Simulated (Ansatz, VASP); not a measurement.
**Rh in VASP and in Ansatz**

```
Rh
1.0
     0.00000    1.97279    1.97279
     1.97279    0.00000    1.97279
     1.97279    1.97279    0.00000
Rh
1
Direct
  0.00000 0.00000 0.00000
```

Alike in both runs: task single point; functional PBE0; k mesh 7 × 7 × 7; occupations methfessel-paxton of order 1, width 0.15 eV; collinear spin.

```csv
,VASP,Ansatz
version,VASP 6.6.1,Ansatz 0.2.0
potentials or method,"VASP PAW PBE potentials, release 64 (Rh_pv)",Ansatz PAW
plane-wave cutoff (eV),520,420
valence electrons in the cell,15,17
```

```csv
,VASP,Ansatz,Ansatz less VASP
gap on the k mesh at the Fermi level (eV),none,none,-
pressure (GPa),-27.9,-28.2,-0.33
net moment per atom (μB),0.01,0.00,-0.009
```

A gap of «none» marks a metal or a gap that the smearing closes. The functional is the same, so the differences come from potentials, cutoffs and numerics. VASP's potentials hold 15 valence electrons a cell and Ansatz's 17, so a difference there can come from the potentials and not from the codes.

The k mesh is coarse, so the values compare programs but aren't converged. Noted on Ansatz's run: the magnetic or orbital state may not be the lowest.
